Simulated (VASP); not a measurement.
Ga3Se: single point with PBEsol

Ga3Se:

```
Ga Se
1.0
     4.43246    0.00000    0.00000
     0.00000    4.43246    0.00000
     0.00000    0.00000    4.43246
Ga Se
3 1
Direct
  0.00000 0.50000 0.50000
  0.50000 0.00000 0.50000
  0.50000 0.50000 0.00000
  0.00000 0.00000 0.00000
```

```json
{
  "Program": "VASP 6.6.1",
  "Task": "single point",
  "Functional": "PBEsol",
  "Potentials or basis": "VASP PAW PBE potentials, release 64 (Ga_d, Se)",
  "Cutoff": "520 eV",
  "k mesh": "10 × 10 × 10",
  "Occupations": "gaussian, width 0.1 eV",
  "Spin": "no spin polarisation",
  "Dipole correction": "no",
  "Further INCAR settings": "ALGO = Normal; EDIFF = 1e-07; NBANDS = 30"
}
```

The pressure is -3.6 GPa and the band gap on the k mesh is zero (an odd number of electrons rules out a gap without spin polarisation).

Levels at points of the mesh, in eV from the Fermi level:
| k point | band 20 | band 21 | band 22 | band 23 | band 24 | band 25 |
| --- | --- | --- | --- | --- | --- | --- |
| (0.00, 0.00, 0.00) | -3.71 | -2.82 | -2.82 | 1.63 | 1.63 | 1.63 |
| (0.50, 0.00, 0.00) | -2.77 | -2.14 | -1.02 | -0.25 | -0.25 | 1.16 |
| (0.50, 0.50, 0.00) | -2.14 | -0.80 | -0.69 | -0.69 | 1.38 | 1.66 |
| (0.50, 0.50, 0.50) | -4.86 | -4.86 | -4.86 | -3.47 | 3.98 | 3.98 |

Wall time 3 min on 1 thread of Intel Xeon 8259CL, on a shared host, peak memory 0.28 GiB.

Caveat: the cell stands under tension; the PAW data sets were made with another functional, which shifts forces and pressure a little.
